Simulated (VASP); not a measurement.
# Ti (Im-3m) in VASP: further runs

The runs below take Ti through single point, with PBE.

Program: VASP 6.6.1. These are calculated values, not measurements. Logs are shortened: lines on timing, memory, paths and dates and some standing lists are left out, and cuts for length are marked.

## Step 1: The cell of the first run

It takes space group Im-3m (No. 229, cubic). The conventional cell has a = 3.282 Å, b = 3.282 Å, c = 3.282 Å, α = 90.00°, β = 90.00°, γ = 90.00°. Ti (site symmetry m-3m) has 14 Ti at 2.84 to 3.28 Å within 3.7 Å.

## Step 2: Single point, PBE

INCAR reads:

```
PREC     = Accurate       # precision mode
ENCUT    = 520            # plane-wave cutoff, eV
EDIFF    = 1E-7           # SCF threshold, eV
ISMEAR   = 0              # smearing method
SIGMA    = 0.15           # smearing width, eV
LREAL    = False          # projectors in reciprocal space
LASPH    = True           # aspherical terms in the spheres
NELM     = 60             # most SCF steps
ALGO     = Fast           # electronic algorithm
ISIF     = 2              # what is computed and relaxed
LWAVE    = False          # write WAVECAR
LCHARG   = True           # write CHGCAR
GGA      = PE             # functional
LELF     = True           # ELF
LVHAR    = True         
NBANDS   = 12             # bands
```

KPOINTS reads:

```
regular mesh
0
Gamma
  20 20 20
```

POSCAR reads:

```
Ti
1.0
   -1.6410000000      1.6410000000      1.6410000000
    1.6410000000     -1.6410000000      1.6410000000
    1.6410000000      1.6410000000     -1.6410000000
Ti
1
Direct
    0.0000000000      0.0000000000      0.0000000000
```

Potentials or basis: VASP PAW PBE potentials, release 64 (Ti_sv).

Started as:

```sh
> cat potpaw_PBE.64/Ti_sv/POTCAR > POTCAR
> mpirun -np 1 vasp_std > vasp.out
```

OUTCAR:

```text
PREC = Accurate
   ENCUT = 520
   EDIFF = 1E-7
   ISMEAR = 0
   LREAL = False
   LASPH = True
   NELM = 60
   ISIF = 2
   GGA = PE

 ion  position               nearest neighbor table
   1  0.000  0.000  0.000-

  LATTYP: Found a body centered cubic cell.
 ALAT       =     3.2820000000

  Lattice vectors:

 A1 = (  -1.6410000000,   1.6410000000,   1.6410000000)
 A2 = (   1.6410000000,  -1.6410000000,   1.6410000000)
 A3 = (   1.6410000000,   1.6410000000,  -1.6410000000)

Analysis of symmetry for initial positions (statically):
=====================================================================
 Subroutine PRICEL returns:
 Original cell was already a primitive cell.

 Routine SETGRP: Setting up the symmetry group for a
 body centered cubic supercell.

 Subroutine GETGRP returns: Found 48 space group operations
 (whereof 48 operations were pure point group operations)
 out of a pool of 48 trial point group operations.

The static configuration has the point symmetry O_h .

Analysis of symmetry for dynamics (positions and initial velocities):
=====================================================================
 Subroutine PRICEL returns:
 Original cell was already a primitive cell.

 Routine SETGRP: Setting up the symmetry group for a
 body centered cubic supercell.

 Subroutine GETGRP returns: Found 48 space group operations
 (whereof 48 operations were pure point group operations)
 out of a pool of 48 trial point group operations.

The dynamic configuration has the point symmetry O_h .

 Subroutine INISYM returns: Found 48 space group operations
 (whereof 48 operations are pure point group operations),
 and found     1 'primitive' translations

----------------------------------------------------------------------------------------

                                     Primitive cell

  volume of cell :      17.6761

  direct lattice vectors                    reciprocal lattice vectors
    -1.641000000  1.641000000  1.641000000     0.000000000  0.304692261  0.304692261
     1.641000000 -1.641000000  1.641000000     0.304692261  0.000000000  0.304692261
     1.641000000  1.641000000 -1.641000000     0.304692261  0.304692261  0.000000000

  length of vectors
     2.842295375  2.842295375  2.842295375     0.430899928  0.430899928  0.430899928

  position of ions in fractional coordinates (direct lattice)
     0.000000000  0.000000000  0.000000000

  ion indices of the primitive-cell ions
   primitive index   ion index
                 1           1

----------------------------------------------------------------------------------------

 KPOINTS: regular mesh

Automatic generation of k-mesh.
 Grid dimensions read from file:
 generate k-points for:   20   20   20

 Generating k-lattice:

  Cartesian coordinates                     Fractional coordinates (reciprocal lattice)
     0.000000000  0.015234613  0.015234613     0.050000000  0.000000000  0.000000000
     0.015234613  0.000000000  0.015234613     0.000000000  0.050000000  0.000000000
     0.015234613  0.015234613  0.000000000     0.000000000  0.000000000  0.050000000

  Length of vectors
     0.021544996  0.021544996  0.021544996

  Shift w.r.t. Gamma in fractional coordinates (k-lattice)
     0.000000000  0.000000000  0.000000000

 Subroutine IBZKPT returns following result:
 ===========================================

 Found    256 irreducible k-points:

 Following reciprocal coordinates:
            Coordinates               Weight
  0.000000  0.000000  0.000000      1.000000
  0.050000  0.000000  0.000000     12.000000
  0.100000  0.000000  0.000000     12.000000
  0.150000  0.000000  0.000000     12.000000
  0.200000  0.000000  0.000000     12.000000
  0.250000  0.000000  0.000000     12.000000
[... 16 lines left out ...]
  0.200000  0.100000  0.000000     48.000000
  0.250000  0.100000  0.000000     48.000000
 [... further k-points ...]
   k-points           NKPTS =    256   k-points in BZ     NKDIM =    256   number of bands    NBANDS=     12
   number of dos      NEDOS =    301   number of ions     NIONS =      1
   total plane-waves  NPLWV =  13824
   dimension x,y,z NGX =    24 NGY =   24 NGZ =   24
   dimension x,y,z NGXF=    48 NGYF=   48 NGZF=   48
   ions per type =               1
   NGX,Y,Z   is equivalent  to a cutoff of  14.04, 14.04, 14.04 a.u.
   NGXF,Y,Z  is equivalent  to a cutoff of  28.08, 28.08, 28.08 a.u.
 SYSTEM =  unknown system
   PREC   = accura    normal or accurate (medium, high low for compatibility)
   ISTART =      0    job   : 0-new  1-cont  2-samecut
   ICHARG =      2    charge: 1-file 2-atom 10-const
   ISPIN  =      1    spin polarized calculation?
   LNONCOLLINEAR =      F non collinear calculations
   LSORBIT =      F    spin-orbit coupling
   LASPH  =      T    aspherical Exc in radial PAW
   ENCUT  =  520.0 eV  38.22 Ry    6.18 a.u.   5.28  5.28  5.28*2*pi/ulx,y,z
   NELM   =     60;   NELMIN=  2; NELMDL= -5     # of ELM steps
   EDIFF  = 0.1E-06   stopping-criterion for ELM
   LREAL  =      F    real-space projection
   EDIFFG = 0.1E-05   stopping-criterion for IOM
   NSW    =      0    number of steps for IOM
   IBRION =     -1    ionic relax: 0-MD 1-quasi-New 2-CG
   NFREE  =      0    steps in history (QN), initial steepest desc. (CG)
   ISIF   =      2    stress and relaxation
   ISYM   =      2    0-nonsym 1-usesym 2-fastsym
   POTIM  = 0.5000    time-step for ionic-motion
   TEBEG  =    0.0;   TEEND  =   0.0 temperature during run
   PSTRESS=    0.0 pullay stress
   NELECT =      12.0000    total number of electrons
   NUPDOWN=      -1.0000    fix difference up-down
   EMIN   =  10.00;   EMAX   =-10.00  energy-range for DOS
   EFERMI =   0.00;   METHOD = LEGACY
   ISMEAR =     0;   SIGMA  =   0.15  broadening in eV -4-tet -1-fermi 0-gaus
   EFERMI_NEDOS =   21; number of points for ismear=-14 and -15
   IALGO  =     68    algorithm
   IMIX   =      4    mixing-type and parameters
     AMIX     =   0.40;   BMIX     =  1.00
     AMIX_MAG =   1.60;   BMIX_MAG =  1.00
  volume/ion in A,a.u.               =      17.68       119.28
  Fermi-wavevector in a.u.,A,eV,Ry     =   1.438821  2.718977 28.166848  2.070205
  Thomas-Fermi vector in A             =   2.557745
   LORBIT       =      0    0 simple, 1 ext, 2 COOP (PROOUT), +10 PAW based schemes
   GGA     = PE    functional components
   LHFCALC =     F    Hartree Fock is set to
   AEXX    =    0.0000 exact exchange contribution
   IVDW    =     0    specifies the selected vdW correction
   LEPSILON=     F    determine dielectric tensor
   LRPA    =     F    only Hartree local field effects (RPA)
 non-spin polarized calculation
 RMM-DIIS sequential band-by-band and
 Gauss-broadening in eV      SIGMA  =   0.15
  energy-cutoff  :      520.00
  volume of cell :       17.68
 maximum number of plane-waves:       490
 NGX is ok and might be reduce to    24
   NGX = 11   NGY = 11   NGZ = 11

 number of electron      12.0000001 magnetization

 Free energy of the ion-electron system (eV)
  ---------------------------------------------------
  ext. energy  EPLUGINS =         0.00000000
  ---------------------------------------------------
  free energy    TOTEN  =        -7.73388529 eV

  energy without entropy =       -7.70674867  energy(sigma->0) =       -7.72031698

 E-fermi :   7.9058     XC(G=0): -11.4116

 val. band max:        7.9038871611   @ k =   0.2500   0.1000   0.0500
 cond. band min:       7.9069031902   @ k =   0.1500   0.1500   0.0500
 fundamental gap:      0.0030160291
 Fermi energy:         7.9058235508

 k-point     1 :       0.0000    0.0000    0.0000
  band No.  band energies     occupation
      1     -48.6614      2.00000
      2     -24.5377      2.00000
      3     -24.5377      2.00000
      4     -24.5377      2.00000
      5       1.9903      2.00000
      6       8.8773      0.00000
      7       8.8773      0.00000
      8       8.8773      0.00000
      9      10.5962      0.00000
     10      10.5962      0.00000
     11      25.1913      0.00000
     12      25.1913      0.00000

 k-point     2 :       0.0500    0.0000    0.0000
  band No.  band energies     occupation
      1     -48.6584      2.00000
      2     -24.5539      2.00000
      3     -24.5427      2.00000
      4     -24.5378      2.00000
      5       2.0748      2.00000
      6       8.8389      0.00000
      7       8.8674      0.00000
      8       8.9381      0.00000
      9      10.5505      0.00000
     10      10.5984      0.00000
     11      25.0563      0.00000
     12      25.1834      0.00000

 k-point     3 :       0.1000    0.0000    0.0000
  band No.  band energies     occupation
      1     -48.6498      2.00000
      2     -24.6007      2.00000
      3     -24.5572      2.00000
      4     -24.5381      2.00000
      5       2.3238      2.00000
      6       8.7294      0.00000
      7       8.8261      0.00000
      8       9.1177      0.00000
      9      10.4396      0.00000
     10      10.6063      0.00000
     11      24.6174      0.00000
     12      25.1005      0.00000
[... 286 lines left out ...]
 k-point    23 :       0.2000    0.1000    0.0000
  band No.  band energies     occupation
      1     -48.5948      2.00000
      2     -24.8797      2.00000
      3     -24.6406      2.00000
      4     -24.5601      2.00000
      5       4.0606      2.00000
      6       8.1221      0.04143
      7       8.2161      0.00344
      8      10.1845      0.00000
      9      10.4820      0.00000
     10      10.8043      0.00000
     11      21.5489      0.00000
     12      22.9088      0.00000

 k-point    24 :       0.2500    0.1000    0.0000
  band No.  band energies     occupation
      1     -48.5768      2.00000
      2     -24.9651      2.00000
      3     -24.6763      2.00000
      4     -24.5616      2.00000
      5       4.6683      2.00000
      6       7.9174      0.91330
      7       8.0767      0.10710
      8      10.2683      0.00000
      9      10.8472      0.00000
     10      11.0097      0.00000
     11      20.1787      0.00000
     12      22.2585      0.00000

 [... further k-points ...]

------------------------ aborting loop because EDIFF is reached ----------------------------------------

  FORCE on cell =-STRESS in cart. coord.  units (eV):
  Direction    XX          YY          ZZ          XY          YZ          ZX
  --------------------------------------------------------------------------------------
  -------------------------------------------------------------------------------------
  Total       -0.2886961     -0.2886961     -0.2886961      0.0000000      0.0000000      0.0000000
  in kB      -26.1677143    -26.1677143    -26.1677143      0.0000000      0.0000000      0.0000000
  external PRESSURE =     -26.1677143 kB  Pullay stress =       0.0000000 kB

 VOLUME and BASIS-vectors are now :
 -----------------------------------------------------------------------------
  energy-cutoff  :      520.00
  volume of cell :       17.68
      direct lattice vectors                 reciprocal lattice vectors
    -1.641000000  1.641000000  1.641000000     0.000000000  0.304692261  0.304692261
     1.641000000 -1.641000000  1.641000000     0.304692261  0.000000000  0.304692261
     1.641000000  1.641000000 -1.641000000     0.304692261  0.304692261  0.000000000

 POSITION                                       TOTAL-FORCE (eV/Angst)
 -----------------------------------------------------------------------------------
      0.00000      0.00000      0.00000         0.000000     -0.000000      0.000000
 -----------------------------------------------------------------------------------
    total drift:                                0.000000      0.000000      0.000000

  FREE ENERGIE OF THE ION-ELECTRON SYSTEM (eV)
  ---------------------------------------------------
  free  energy   TOTEN  =        -7.7338852870 eV

  energy  without entropy=       -7.7067486681  energy(sigma->0) =       -7.72031698
```

It took 3.2 min on 1 thread of AMD EPYC 7R13, shared host; peak memory 0.15 GiB.

What came out:

```yaml
Free_energy: -7.7339 eV
Pressure: -2.6 GPa
Band_gap_on_the_k_mesh: zero (band 6 reaches 8.88 eV, above the bottom of band 7 at 7.26 eV)
```

Levels at points of the mesh, in eV from the Fermi level:
```tsv
k point	band 3	band 4	band 5	band 6	band 7	band 8	band 9	band 10
(0.00, 0.00, 0.00)	-32.44	-32.44	-5.92	0.97	0.97	0.97	2.69	2.69
(0.50, 0.00, 0.00)	-32.64	-32.45	-2.41	-0.38	1.09	2.67	3.02	4.17
(0.50, 0.50, 0.50)	-32.88	-32.88	-2.04	-2.04	3.83	3.83	3.83	8.24
```

(Part 1 of 2 ends here.)
